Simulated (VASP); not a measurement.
# Pt in VASP: single point with PBE+D3(BJ)

Aim: the single point of Pt with PBE+D3(BJ).

Everything below comes from runs of VASP 6.6.1. Logs are shortened: lines on timing, memory, paths and dates and some standing lists are left out, and cuts for length are marked.

## Step 1: The cell of the first run

The cell holds a slab with vacuum, 3 atoms: a = 2.778 Å, b = 2.778 Å, c = 17.928 Å, α = 90.00°, β = 90.00°, γ = 90.00°.

## Step 2: Single point, PBE+D3(BJ)

The input, INCAR:

```
SYSTEM = Pt
PREC = Accurate
ENCUT = 520
EDIFF = 1E-6
ISMEAR = 0
SIGMA = 0.1
LREAL = .False.
LASPH = .True.
NELM = 60
ALGO = Normal
ISIF = 2
LWAVE = .False.
LCHARG = .True.
LDIPOL = .True.
IDIPOL = 3
DIPOL = 0.5 0.5 0.499
GGA = PE
IVDW = 12
LELF = .True.
LVHAR = .True.
LVACPOTAV = .True.
NBANDS = 22
```

The input, KPOINTS:

```
regular mesh
0
Gamma
  10 10 1
  0 0 0
```

The input, POSCAR:

```
Pt
1.0
    2.7777700584      0.0000000000      0.0000000000
    0.0000000000      2.7777700584      0.0000000000
    0.0000000000      0.0000000000     17.9283600898
Pt
3
Direct
    0.5000000000      0.5000000000      0.3904428495
    0.0000000000      0.0000000000      0.4987950990
    0.5000000000      0.5000000000      0.6071212799
```

Potentials or basis: VASP PAW PBE potentials, release 64 (Pt).

The run is started by

```
$ cat potpaw_PBE.64/Pt/POTCAR > POTCAR
$ mpirun -np 1 vasp_std > vasp.out
```

OUTCAR:

```text
SYSTEM = Pt
   PREC = Accurate
   ENCUT = 520
   EDIFF = 1E-6
   ISMEAR = 0
   LREAL = .False.
   LASPH = .True.
   NELM = 60
   ISIF = 2
   GGA = PE
   IVDW = 12
 IVDW          = 12

 ion  position               nearest neighbor table
   1  0.500  0.500  0.390-   2 2.76   2 2.76   2 2.76   2 2.76
   2  0.000  0.000  0.499-   3 2.76   3 2.76   3 2.76   3 2.76   1 2.76   1 2.76   1 2.76   1 2.76

   3  0.500  0.500  0.607-   2 2.76   2 2.76   2 2.76   2 2.76

  LATTYP: Found a simple tetragonal cell.
 ALAT       =     2.7777700584
 C/A-ratio  =     6.4542275685

  Lattice vectors:

 A1 = (   2.7777700584,   0.0000000000,   0.0000000000)
 A2 = (   0.0000000000,   2.7777700584,   0.0000000000)
 A3 = (   0.0000000000,   0.0000000000,  17.9283600898)

Analysis of symmetry for initial positions (statically):
=====================================================================
 Subroutine PRICEL returns:
 Original cell was already a primitive cell.

 Routine SETGRP: Setting up the symmetry group for a
 simple tetragonal supercell.

 Subroutine GETGRP returns: Found  8 space group operations
 (whereof  8 operations were pure point group operations)
 out of a pool of 16 trial point group operations.

The static configuration has the point symmetry C_4v.

Analysis of symmetry for dynamics (positions and initial velocities):
=====================================================================
 Subroutine PRICEL returns:
 Original cell was already a primitive cell.

 Routine SETGRP: Setting up the symmetry group for a
 simple tetragonal supercell.

 Subroutine GETGRP returns: Found  8 space group operations
 (whereof  8 operations were pure point group operations)
 out of a pool of 16 trial point group operations.

The dynamic configuration has the point symmetry C_4v.

 Subroutine INISYM returns: Found  8 space group operations
 (whereof  8 operations are pure point group operations),
 and found     1 'primitive' translations

----------------------------------------------------------------------------------------

                                     Primitive cell

  volume of cell :     138.3353

  direct lattice vectors                    reciprocal lattice vectors
     2.777770058  0.000000000  0.000000000     0.360001000  0.000000000  0.000000000
     0.000000000  2.777770058  0.000000000     0.000000000  0.360001000  0.000000000
     0.000000000  0.000000000 17.928360090     0.000000000  0.000000000  0.055777550

  length of vectors
[... 84 lines left out ...]
   IBRION =     -1    ionic relax: 0-MD 1-quasi-New 2-CG
   NFREE  =      0    steps in history (QN), initial steepest desc. (CG)
   ISIF   =      2    stress and relaxation
   ISYM   =      2    0-nonsym 1-usesym 2-fastsym
   POTIM  = 0.5000    time-step for ionic-motion
   TEBEG  =    0.0;   TEEND  =   0.0 temperature during run
   PSTRESS=    0.0 pullay stress
   NELECT =      30.0000    total number of electrons
   NUPDOWN=      -1.0000    fix difference up-down
   EMIN   =  10.00;   EMAX   =-10.00  energy-range for DOS
   EFERMI =   0.00;   METHOD = LEGACY
   ISMEAR =     0;   SIGMA  =   0.10  broadening in eV -4-tet -1-fermi 0-gaus
   EFERMI_NEDOS =   21; number of points for ismear=-14 and -15
   IALGO  =     38    algorithm
   IMIX   =      4    mixing-type and parameters
     AMIX     =   0.40;   BMIX     =  1.00
     AMIX_MAG =   1.60;   BMIX_MAG =  1.00
  volume/ion in A,a.u.               =      46.11       311.18
  Fermi-wavevector in a.u.,A,eV,Ry     =   0.983568  1.858673 13.162346  0.967405
  Thomas-Fermi vector in A             =   2.114735
   LORBIT       =      0    0 simple, 1 ext, 2 COOP (PROOUT), +10 PAW based schemes
   GGA     = PE    functional components
   LHFCALC =     F    Hartree Fock is set to
   AEXX    =    0.0000 exact exchange contribution
   IVDW    =    12    specifies the selected vdW correction
   LEPSILON=     F    determine dielectric tensor
   LRPA    =     F    only Hartree local field effects (RPA)
 non-spin polarized calculation
 Gauss-broadening in eV      SIGMA  =   0.10
  energy-cutoff  :      520.00
  volume of cell :      138.34
 maximum number of plane-waves:      3771
 NGX is ok and might be reduce to    24
   NGX = 11   NGY = 11   NGZ = 67

 dipolmoment           0.000000      0.000000      0.000005 electrons x Angstroem

 number of electron      29.9999998 magnetization

 dipolmoment           0.000000      0.000000     -0.000013 electrons x Angstroem

 Free energy of the ion-electron system (eV)
  ---------------------------------------------------
  ext. energy  EPLUGINS =         0.00000000
  ---------------------------------------------------
  free energy    TOTEN  =       -16.55245873 eV

  energy without entropy =      -16.52425421  energy(sigma->0) =      -16.53835647

 E-fermi :  -0.1931     XC(G=0):  -5.5126

 val. band max:       -0.2083926488   @ k =   0.4000   0.0000   0.0000
 cond. band min:      -0.1858733426   @ k =   0.5000   0.4000   0.0000
 fundamental gap:      0.0225193062
 Fermi energy:        -0.1931062818

 k-point     1 :       0.0000    0.0000    0.0000
  band No.  band energies     occupation
      1      -9.1957      2.00000
      2      -6.7022      2.00000
      3      -6.5674      2.00000
      4      -6.2631      2.00000
      5      -4.9625      2.00000
      6      -4.0791      2.00000
[... 514 lines left out ...]
     21       7.7333      0.00000
     22       8.4671      0.00000

------------------------ aborting loop because EDIFF is reached ----------------------------------------

 Edisp (eV)   -1.43595

 E8    (eV) :    -0.6917

  FORCE on cell =-STRESS in cart. coord.  units (eV):
  Direction    XX          YY          ZZ          XY          YZ          ZX
  --------------------------------------------------------------------------------------
  -------------------------------------------------------------------------------------
  Total      -3.85897    -3.85897    -0.13397     0.00000     0.00000    -0.00000
  in kB     -44.69393   -44.69393    -1.55165     0.00000     0.00000    -0.00000
  external pressure =      -30.31 kB  Pullay stress =        0.00 kB

 VOLUME and BASIS-vectors are now :
 -----------------------------------------------------------------------------
  energy-cutoff  :      520.00
  volume of cell :      138.34
      direct lattice vectors                 reciprocal lattice vectors
     2.777770058  0.000000000  0.000000000     0.360001000  0.000000000  0.000000000
     0.000000000  2.777770058  0.000000000     0.000000000  0.360001000  0.000000000
     0.000000000  0.000000000 17.928360090     0.000000000  0.000000000  0.055777550

 POSITION                                       TOTAL-FORCE (eV/Angst)
 -----------------------------------------------------------------------------------
      1.38889      1.38889      7.00000         0.000000      0.000000      0.021332
      0.00000      0.00000      8.94258         0.000000      0.000000     -0.003292
      1.38889      1.38889     10.88469        -0.000000     -0.000000     -0.018040
 -----------------------------------------------------------------------------------
    total drift:                                0.000000     -0.000000     -0.000275

  FREE ENERGIE OF THE ION-ELECTRON SYSTEM (eV)
  ---------------------------------------------------
  free  energy   TOTEN  =       -17.9884090685 eV

  energy  without entropy=      -17.9602045438  energy(sigma->0) =      -17.97430681

 vacuum level on the upper side and lower side of the slab         5.506         5.507
```

stdout:

```text
POSCAR found type information on POSCAR Pt
 POSCAR found :  1 types and       3 ions
 scaLAPACK will be used
 LDA part: xc-table for (Slater+PW92), standard interpolation
 POSCAR, INCAR and KPOINTS ok, starting setup
 FFT: planning ... GRIDC
 FFT: planning ... GRID_SOFT
 FFT: planning ... GRID
 WAVECAR not read
 entering main loop
 -----------------------------------------------------------------------------
|                                                                             |
|           W    W    AA    RRRRR   N    N  II  N    N   GGGG   !!!           |
|           W    W   A  A   R    R  NN   N  II  NN   N  G    G  !!!           |
|           W    W  A    A  R    R  N N  N  II  N N  N  G       !!!           |
|           W WW W  AAAAAA  RRRRR   N  N N  II  N  N N  G  GGG   !            |
|           WW  WW  A    A  R   R   N   NN  II  N   NN  G    G                |
|           W    W  A    A  R    R  N    N  II  N    N   GGGG   !!!           |
|                                                                             |
|     Did not find any points to average over, which means that no vacuum     |
|     field-free region was found. Please increase the size of  your cell     |
|     in the dimension of the dipole correction to obtain accurate            |
|     workfunction values.                                                    |
|                                                                             |
 -----------------------------------------------------------------------------
```

It took 99 s on 1 thread of Intel Xeon Platinum 8488C (Sapphire Rapids), shared host; peak memory 0.28 GiB.

What came out:

```
Free energy                : -17.9884 eV
Largest force              : 0.021 eV/Å
Band gap on the k mesh     : zero (band 15 reaches 0.76 eV, above the bottom of band 16 at -0.55 eV)
Dispersion energy per atom : -0.479 eV
```

Forces in eV/Å, atoms in the order of the input:
```
Pt   0.000  0.000  0.021
Pt   0.000  0.000 -0.003
Pt   0.000  0.000 -0.018
```

Caveat: spin-orbit coupling is left out, which moves the levels of the heavy elements.
